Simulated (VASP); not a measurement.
# LaC (P-6m2) in VASP: settings compared

Aim: see how the results for LaC move with the level of theory and the settings. Levels: PBE, r2SCAN. Tasks: single point, relaxation of cell and atoms.

Everything below comes from runs of VASP 6.6.1. Logs are shortened: lines on timing, memory, paths and dates and some standing lists are left out, and cuts for length are marked.

## Step 1: The cell of the first run

The structure is hexagonal, space group P-6m2 (No. 187). Conventional cell: a = 3.671 Å, b = 3.671 Å, c = 3.323 Å, α = 90.00°, β = 90.00°, γ = 120.00°. Within 3.7 Å of La (site symmetry -6m2) lie 6 C at 2.69 Å and 8 La at 3.32 to 3.67 Å. C (site symmetry -6m2) has 6 La at 2.69 Å and 8 C at 3.32 to 3.67 Å within 3.7 Å.

## Step 2: Single point, PBE

Contents of INCAR:

```
SYSTEM = LaC
ALGO = Normal ; EDIFF = 1E-6
ENCUT = 520 ; GGA = PE
ISIF = 2 ; ISMEAR = 0
LASPH = .TRUE. ; LCHARG = .FALSE.
LREAL = .FALSE. ; LWAVE = .FALSE.
NBANDS = 14 ; NELM = 60
PREC = Accurate ; SIGMA = 0.05
```

Contents of KPOINTS:

```
k-points
0
G
  6 6 6
  0 0 0
```

Contents of POSCAR:

```
LaC
1.0
    3.6707134682      0.0000000000      0.0000000000
   -1.8353567341      3.1789311134      0.0000000000
    0.0000000000      0.0000000000      3.3232979790
La C
1 1
Direct
    0.0000000000      0.0000000000      0.0000000000
    0.6666666667      0.3333333333      0.5000000000
```

Potentials or basis: VASP PAW PBE potentials, release 64 (La, C).

Run with:

```
$ cat potpaw_PBE.64/La/POTCAR potpaw_PBE.64/C/POTCAR > POTCAR
$ mpirun -np 1 vasp_std > vasp.out
```

OUTCAR:

```text
SYSTEM = LaC
   EDIFF = 1E-6
   ENCUT = 520
   GGA = PE
   ISIF = 2
   ISMEAR = 0
   LASPH = .TRUE.
   LREAL = .FALSE.
   NELM = 60
   PREC = Accurate

 ion  position               nearest neighbor table
   1  0.000  0.000  0.000-   2 2.69   2 2.69   2 2.69   2 2.69   2 2.69   2 2.69
   2  0.667  0.333  0.500-   1 2.69   1 2.69   1 2.69   1 2.69   1 2.69   1 2.69

  LATTYP: Found a hexagonal cell.
 ALAT       =     3.6707134682
 C/A-ratio  =     0.9053547785

  Lattice vectors:

 A1 = (   3.6707134682,   0.0000000000,   0.0000000000)
 A2 = (  -1.8353567341,   3.1789311134,   0.0000000000)
 A3 = (   0.0000000000,   0.0000000000,   3.3232979790)

Analysis of symmetry for initial positions (statically):
=====================================================================
 Subroutine PRICEL returns:
 Original cell was already a primitive cell.

 Routine SETGRP: Setting up the symmetry group for a
 hexagonal supercell.

 Subroutine GETGRP returns: Found 12 space group operations
 (whereof 12 operations were pure point group operations)
 out of a pool of 24 trial point group operations.

The static configuration has the point symmetry D_3h.

Analysis of symmetry for dynamics (positions and initial velocities):
=====================================================================
 Subroutine PRICEL returns:
 Original cell was already a primitive cell.

 Routine SETGRP: Setting up the symmetry group for a
 hexagonal supercell.

 Subroutine GETGRP returns: Found 12 space group operations
 (whereof 12 operations were pure point group operations)
 out of a pool of 24 trial point group operations.

The dynamic configuration has the point symmetry D_3h.

 Subroutine INISYM returns: Found 12 space group operations
 (whereof 12 operations are pure point group operations),
 and found     1 'primitive' translations

----------------------------------------------------------------------------------------

                                     Primitive cell

  volume of cell :      38.7794

  direct lattice vectors                    reciprocal lattice vectors
     3.670713468  0.000000000  0.000000000     0.272426603  0.157285572  0.000000000
    -1.835356734  3.178931113  0.000000000     0.000000000  0.314571145  0.000000000
     0.000000000  0.000000000  3.323297979     0.000000000  0.000000000  0.300905909

  length of vectors
     3.670713468  3.670713468  3.323297979     0.314571145  0.314571145  0.300905909

  position of ions in fractional coordinates (direct lattice)
     0.000000000  0.000000000  0.000000000
     0.666666667  0.333333333  0.500000000

  ion indices of the primitive-cell ions
   primitive index   ion index
                 1           1
                 2           2

----------------------------------------------------------------------------------------

 KPOINTS: k-points

Automatic generation of k-mesh.
 Grid dimensions read from file:
 generate k-points for:    6    6    6

 Generating k-lattice:

  Cartesian coordinates                     Fractional coordinates (reciprocal lattice)
     0.045404434  0.026214262  0.000000000     0.166666667 -0.000000000  0.000000000
     0.000000000  0.052428524  0.000000000     0.000000000  0.166666667  0.000000000
     0.000000000  0.000000000  0.050150985     0.000000000  0.000000000  0.166666667

  Length of vectors
     0.052428524  0.052428524  0.050150985

  Shift w.r.t. Gamma in fractional coordinates (k-lattice)
     0.000000000  0.000000000  0.000000000

 Subroutine IBZKPT returns following result:
 ===========================================

 Found     28 irreducible k-points:

 Following reciprocal coordinates:
            Coordinates               Weight
  0.000000  0.000000  0.000000      1.000000
  0.166667  0.000000  0.000000      6.000000
  0.333333  0.000000  0.000000      6.000000
  0.500000  0.000000  0.000000      3.000000
  0.166667  0.166667  0.000000      6.000000
  0.333333  0.166667  0.000000     12.000000
[... 16 lines left out ...]
  0.166667  0.000000  0.500000      6.000000
  0.333333  0.000000  0.500000      6.000000
 [... further k-points ...]
   k-points           NKPTS =     28   k-points in BZ     NKDIM =     28   number of bands    NBANDS=     14
   number of dos      NEDOS =    301   number of ions     NIONS =      2
   total plane-waves  NPLWV =  21952
   dimension x,y,z NGX =    28 NGY =   28 NGZ =   28
   dimension x,y,z NGXF=    56 NGYF=   56 NGZF=   56
   ions per type =               1   1
   NGX,Y,Z   is equivalent  to a cutoff of  12.68, 12.68, 14.01 a.u.
   NGXF,Y,Z  is equivalent  to a cutoff of  25.36, 25.36, 28.01 a.u.
 SYSTEM =  LaC
   PREC   = accura    normal or accurate (medium, high low for compatibility)
   ISTART =      0    job   : 0-new  1-cont  2-samecut
   ICHARG =      2    charge: 1-file 2-atom 10-const
   ISPIN  =      1    spin polarized calculation?
   LNONCOLLINEAR =      F non collinear calculations
   LSORBIT =      F    spin-orbit coupling
   LASPH  =      T    aspherical Exc in radial PAW
   ENCUT  =  520.0 eV  38.22 Ry    6.18 a.u.   6.83  6.83  6.18*2*pi/ulx,y,z
   NELM   =     60;   NELMIN=  2; NELMDL= -5     # of ELM steps
   EDIFF  = 0.1E-05   stopping-criterion for ELM
   LREAL  =      F    real-space projection
   EDIFFG = 0.1E-04   stopping-criterion for IOM
   NSW    =      0    number of steps for IOM
   IBRION =     -1    ionic relax: 0-MD 1-quasi-New 2-CG
   NFREE  =      0    steps in history (QN), initial steepest desc. (CG)
   ISIF   =      2    stress and relaxation
   ISYM   =      2    0-nonsym 1-usesym 2-fastsym
   POTIM  = 0.5000    time-step for ionic-motion
   TEBEG  =    0.0;   TEEND  =   0.0 temperature during run
   PSTRESS=    0.0 pullay stress
   NELECT =      15.0000    total number of electrons
   NUPDOWN=      -1.0000    fix difference up-down
   EMIN   =  10.00;   EMAX   =-10.00  energy-range for DOS
   EFERMI =   0.00;   METHOD = LEGACY
   ISMEAR =     0;   SIGMA  =   0.05  broadening in eV -4-tet -1-fermi 0-gaus
   EFERMI_NEDOS =   21; number of points for ismear=-14 and -15
   IALGO  =     38    algorithm
   IMIX   =      4    mixing-type and parameters
     AMIX     =   0.40;   BMIX     =  1.00
     AMIX_MAG =   1.60;   BMIX_MAG =  1.00
  volume/ion in A,a.u.               =      19.39       130.85
  Fermi-wavevector in a.u.,A,eV,Ry     =   1.192811  2.254086 19.358342  1.422798
  Thomas-Fermi vector in A             =   2.328840
   LORBIT       =      0    0 simple, 1 ext, 2 COOP (PROOUT), +10 PAW based schemes
   GGA     = PE    functional components
   LHFCALC =     F    Hartree Fock is set to
   AEXX    =    0.0000 exact exchange contribution
   IVDW    =     0    specifies the selected vdW correction
   LEPSILON=     F    determine dielectric tensor
   LRPA    =     F    only Hartree local field effects (RPA)
 non-spin polarized calculation
 Gauss-broadening in eV      SIGMA  =   0.05
  energy-cutoff  :      520.00
  volume of cell :       38.78
 maximum number of plane-waves:      1056
 NGX is ok and might be reduce to    28
   NGX = 13   NGY = 13   NGZ = 13

 number of electron      14.9999998 magnetization

 Free energy of the ion-electron system (eV)
  ---------------------------------------------------
  ext. energy  EPLUGINS =         0.00000000
  ---------------------------------------------------
  free energy    TOTEN  =       -12.97732279 eV

  energy without entropy =      -12.97472483  energy(sigma->0) =      -12.97602381

 E-fermi :   7.8715     XC(G=0): -10.5187

 val. band max:        7.8036887023   @ k =   0.3333   0.0000   0.1667
 cond. band min:       7.8794778261   @ k =   0.1667   0.1667   0.0000
 fundamental gap:      0.0757891237
 Fermi energy:         7.8714619465

 k-point     1 :       0.0000    0.0000    0.0000
  band No.  band energies     occupation
      1     -23.7036      2.00000
      2      -6.8337      2.00000
      3      -6.8337      2.00000
      4      -6.5943      2.00000
      5      -1.0589      2.00000
      6       7.1761      2.00000
      7       7.1761      2.00000
      8       7.9312      0.09094
      9       9.1335      0.00000
     10      10.2040      0.00000
     11      11.2095      0.00000
     12      11.2095      0.00000
     13      11.5290      0.00000
     14      11.5290      0.00000

 k-point     2 :       0.1667    0.0000    0.0000
  band No.  band energies     occupation
      1     -23.6571      2.00000
      2      -7.3271      2.00000
      3      -6.9259      2.00000
      4      -6.5394      2.00000
      5      -0.5992      2.00000
      6       6.5264      2.00000
      7       7.5274      2.00000
      8       8.3579      0.00000
      9       8.7302      0.00000
     10      10.6086      0.00000
     11      11.1648      0.00000
     12      11.2133      0.00000
     13      11.5166      0.00000
     14      11.5781      0.00000

 k-point     3 :       0.3333    0.0000    0.0000
  band No.  band energies     occupation
      1     -23.5620      2.00000
      2      -8.1463      2.00000
      3      -7.1025      2.00000
      4      -6.4265      2.00000
      5       0.1060      2.00000
      6       5.9656      2.00000
      7       8.0199      0.00003
      8       8.1746      0.00000
      9       8.7506      0.00000
     10      10.6658      0.00000
     11      11.1394      0.00000
     12      11.5167      0.00000
     13      11.5251      0.00000
     14      11.6906      0.00000
[... 324 lines left out ...]
 k-point    23 :       0.1667    0.0000    0.5000
  band No.  band energies     occupation
      1     -23.3973      2.00000
      2      -8.7804      2.00000
      3      -6.9485      2.00000
      4      -6.6544      2.00000
      5       0.7225      2.00000
      6       5.7741      2.00000
      7       7.1866      2.00000
      8       7.4980      2.00000
      9       9.9393      0.00000
     10      11.0987      0.00000
     11      11.2082      0.00000
     12      11.2755      0.00000
     13      11.4064      0.00000
     14      11.5592      0.00000

 k-point    24 :       0.3333    0.0000    0.5000
  band No.  band energies     occupation
      1     -23.3106      2.00000
      2      -8.5074      2.00000
      3      -7.6150      2.00000
      4      -6.8023      2.00000
      5      -0.1280      2.00000
      6       6.1783      2.00000
      7       6.6722      2.00000
      8       7.1438      2.00000
      9      10.4600      0.00000
     10      11.2449      0.00000
     11      11.2811      0.00000
     12      11.4404      0.00000
     13      11.5498      0.00000
     14      11.6912      0.00000

 [... further k-points ...]

------------------------ aborting loop because EDIFF is reached ----------------------------------------

  FORCE on cell =-STRESS in cart. coord.  units (eV):
  Direction    XX          YY          ZZ          XY          YZ          ZX
  --------------------------------------------------------------------------------------
  -------------------------------------------------------------------------------------
  Total        0.0589034      0.0589034     -0.0198824     -0.0000000     -0.0000000      0.0000000
  in kB        2.4336051      2.4336051     -0.8214445     -0.0000000     -0.0000000      0.0000000
  external PRESSURE =       1.3485886 kB  Pullay stress =       0.0000000 kB

 VOLUME and BASIS-vectors are now :
 -----------------------------------------------------------------------------
  energy-cutoff  :      520.00
  volume of cell :       38.78
      direct lattice vectors                 reciprocal lattice vectors
     3.670713468  0.000000000  0.000000000     0.272426603  0.157285572  0.000000000
    -1.835356734  3.178931113  0.000000000     0.000000000  0.314571145  0.000000000
     0.000000000  0.000000000  3.323297979     0.000000000  0.000000000  0.300905909

 POSITION                                       TOTAL-FORCE (eV/Angst)
 -----------------------------------------------------------------------------------
      0.00000      0.00000      0.00000         0.000000      0.000000      0.000000
      1.83536      1.05964      1.66165        -0.000000     -0.000000      0.000000
 -----------------------------------------------------------------------------------
    total drift:                               -0.000000      0.000000      0.000000

  FREE ENERGIE OF THE ION-ELECTRON SYSTEM (eV)
  ---------------------------------------------------
  free  energy   TOTEN  =       -12.9773227885 eV

  energy  without entropy=      -12.9747248282  energy(sigma->0) =      -12.97602381
```

Wall time 22 s (1 thread of Oxide Virtual Turin-like, shared host); peak memory 0.14 GiB.

What came out:

| Quantity | Value |
| --- | --- |
| Free energy | -12.9773 eV |
| Pressure | 0.1 GPa |
| Band gap on the k mesh | zero (an odd number of electrons rules out a gap without spin polarisation) |

Levels at points of the mesh, in eV from the Fermi level:
```tsv
k point	band 4	band 5	band 6	band 7	band 8	band 9	band 10	band 11	band 12	band 13
(0.00, 0.00, 0.00)	-14.47	-8.93	-0.70	-0.70	0.06	1.26	2.33	3.34	3.34	3.66
(0.50, 0.00, 0.00)	-14.24	-7.50	-1.93	-0.17	0.55	0.57	3.14	3.29	3.66	3.77
(0.00, 0.00, 0.50)	-14.45	-6.69	-2.60	-0.36	-0.36	2.71	3.22	3.22	3.27	3.40
(0.50, 0.00, 0.50)	-14.75	-8.40	-1.74	-1.41	-0.97	3.25	3.42	3.43	3.72	3.72
```

Caveat: spin-orbit coupling is left out, which moves the levels of the heavy elements.

## Step 3: Relaxation of cell and atoms, PBE

This run uses another cell than the first one, of 17.84 Å³/atom.

Contents of INCAR:

```
SYSTEM = LaC
PREC = Accurate
ENCUT = 600
EDIFF = 1E-6
ISMEAR = 0
SIGMA = 0.05
LREAL = .False.
LASPH = .True.
NELM = 80
ALGO = Fast
ISIF = 3
LWAVE = .False.
LCHARG = .False.
GGA = PE
IBRION = 2
NSW = 80
EDIFFG = -0.03
```

Contents of KPOINTS:

```
Automatic mesh
0
Gamma
  6 6 6
  0 0 0
```

Contents of POSCAR:

```
LaC
1.0
    3.4817338276      0.0000000000      0.0000000000
   -1.7408669138      3.0152699439      0.0000000000
    0.0000000000      0.0000000000      3.3979997163
La C
1 1
Direct
    0.0000000000      0.0000000000      0.0000000000
    0.6666666667      0.3333333333      0.5000000000
```

Potentials or basis: VASP PAW PBE potentials, release 64 (La, C).

Run with:

```
$ cat potpaw_PBE.64/La/POTCAR potpaw_PBE.64/C/POTCAR > POTCAR
$ mpirun -np 1 vasp_std > vasp.out
```

Run time: 2.5 min. Hardware: 1 thread of Oxide Virtual Turin-like, shared host; peak memory 0.15 GiB.

Results (log left out):

```
Free energy                           : -12.9772 eV
Relaxed volume                        : 19.44 Å³/atom
Relaxed cell                          : a = 3.677 Å, b = 3.677 Å, c = 3.320 Å, α = 90.00°, β = 90.00°, γ = 120.00°
Space group after relaxing (to 0.1 Å) : P-6m2 (No. 187)
Energy gained by relaxing             : 59.5 meV/atom
Ionic steps                           : 6
Pressure after relaxing               : -0.1 GPa
Band gap on the k mesh                : zero (an odd number of electrons rules out a gap without spin polarisation)
```

Stress tensor (GPa, compression positive):
```
-0.12  0.00  0.00
 0.00 -0.12  0.00
 0.00  0.00  0.06
```

The path:
| step | energy change (eV) | largest force (eV/Å) | pressure (GPa) | volume (Å³) |
| --- | --- | --- | --- | --- |
| 1 | 0.0000 | 0.0000 | 7.01 | 35.67 |
| 2 | -0.1030 | 0.0000 | -2.28 | 39.82 |
| 3 | -0.1049 | 0.0000 | -1.34 | 39.27 |
| 4 | -0.1188 | 0.0000 | 0.17 | 38.76 |
| 5 | -0.1188 | 0.0000 | 0.22 | 38.75 |
| 6 | -0.1189 | 0.0000 | -0.06 | 38.88 |

Final structure:
```yaml
crystal:
  lattice:
    - [3.67717, 0.00000, 0.00000]
    - [-1.83859, 3.18452, 0.00000]
    - [0.00000, 0.00000, 3.31992]
  atoms:
    - { symbol: La, position: [0.00000, 0.00000, 0.00000] }
    - { symbol: C, position: [0.66667, 0.33333, 0.50000] }
```

Levels at points of the mesh, in eV from the Fermi level:
| k point | band 5 | band 6 | band 7 | band 8 | band 9 | band 10 | band 11 |
| --- | --- | --- | --- | --- | --- | --- | --- |
| (0.00, 0.00, 0.00) | -8.92 | -0.70 | -0.70 | 0.07 | 1.27 | 2.33 | 3.33 |
| (0.50, 0.00, 0.00) | -7.50 | -1.92 | -0.14 | 0.56 | 0.57 | 3.13 | 3.29 |
| (0.00, 0.00, 0.50) | -6.69 | -2.59 | -0.37 | -0.37 | 2.72 | 3.22 | 3.27 |
| (0.50, 0.00, 0.50) | -8.39 | -1.74 | -1.42 | -0.96 | 3.24 | 3.41 | 3.42 |

Caveat: spin-orbit coupling is left out, which moves the levels of the heavy elements.

## Step 4: Single point, r2SCAN (18.94 Å³/atom)

This run uses another cell than the first one, of 18.94 Å³/atom.

Contents of POSCAR:

```
LaC
1.0
    3.7080749878      0.0000000000      0.0000000000
   -1.8540374939      3.2112871386      0.0000000000
    0.0000000000      0.0000000000      3.1816161408
La C
1 1
Direct
    0.0000000000      0.0000000000      0.0000000000
    0.6666666667      0.3333333333      0.5000000000
```

Contents of INCAR.step1:

```
SYSTEM = LaC
ALGO = Normal
EDIFF = 1E-4
ENCUT = 520
GGA = PE
ISMEAR = 0
LASPH = .TRUE.
LCHARG = .FALSE.
LREAL = .FALSE.
LWAVE = .TRUE.
NBANDS = 14
NELM = 80
PREC = Accurate
SIGMA = 0.05
```

Contents of INCAR.step2:

```
SYSTEM = LaC
ALGO = Normal
EDIFF = 1E-6
ENCUT = 520
ISIF = 2
ISMEAR = 0
ISTART = 1
LASPH = .TRUE.
LCHARG = .FALSE.
LMIXTAU = .TRUE.
LREAL = .FALSE.
LWAVE = .FALSE.
METAGGA = R2SCAN
NBANDS = 14
NELM = 80
PREC = Accurate
SIGMA = 0.05
```

Contents of KPOINTS:

```
k-points
0
G
  10 10 10
  0 0 0
```

Run with:

```
$ cat potpaw_PBE.64/La/POTCAR potpaw_PBE.64/C/POTCAR > POTCAR
$ cp INCAR.step1 INCAR
$ mpirun -np 1 vasp_std > vasp.out
$ cp INCAR.step2 INCAR
$ mpirun -np 1 vasp_std > vasp.out
```

Wall time 5 min (1 thread of Oxide Virtual Turin-like, shared host); peak memory 0.17 GiB.

Results (log left out):

```
Free energy            : -38.7848 eV
Pressure               : 3.4 GPa
Band gap on the k mesh : zero (an odd number of electrons rules out a gap without spin polarisation)
```

Stress tensor (GPa, compression positive):
```
3.51 0.00 0.00
0.00 3.51 0.00
0.00 0.00 3.24
```

Levels at points of the mesh, in eV from the Fermi level:
```csv
k point,band 6,band 7,band 8,band 9,band 10,band 11
"(0.00, 0.00, 0.00)",-1.15,-1.15,0.12,1.47,2.57,3.59
"(0.50, 0.00, 0.00)",-1.94,0.07,0.43,0.68,3.36,3.61
"(0.00, 0.00, 0.50)",-2.89,-0.82,-0.82,3.11,3.48,3.48
"(0.50, 0.00, 0.50)",-2.01,-1.90,-1.14,3.58,3.74,3.84
```

Caveat: the cell stands under pressure; the PAW data sets were made with another functional, which shifts forces and pressure a little; spin-orbit coupling is left out, which moves the levels of the heavy elements.

## Step 5: Overview

| task | level | cell | k mesh | cutoff (eV) | gap on the mesh (eV) | pressure (GPa) |
| --- | --- | --- | --- | --- | --- | --- |
| single point | PBE | a = 3.671, b = 3.671, c = 3.323 Å, angles 90.0, 90.0, 120.0°, 2 atoms | 6 × 6 × 6 | 520 | none | 0.1 |
| relaxation of cell and atoms | PBE | relaxed from a = 3.482, b = 3.482, c = 3.398 Å, angles 90.0, 90.0, 120.0°, 2 atoms | 6 × 6 × 6 | 600 | none | -0.1 |
| single point | r2SCAN | a = 3.708, b = 3.708, c = 3.182 Å, angles 90.0, 90.0, 120.0°, 2 atoms | 10 × 10 × 10 | 520 | none | 3.4 |

Alike in all rows: potentials or basis VASP PAW PBE potentials, release 64 (La, C); no spin polarisation; smearing gaussian 0.05 eV.

Caveats: spin-orbit coupling is left out, which moves the levels of the heavy elements; the cell stands under pressure (at least some runs); the PAW data sets were made with another functional, which shifts forces and pressure a little (at least some runs).

Total energies depend on the potentials used, so only differences within one code and one set of settings carry meaning.

The gap in the log of VASP goes by the Fermi energy; the results here count the filled bands.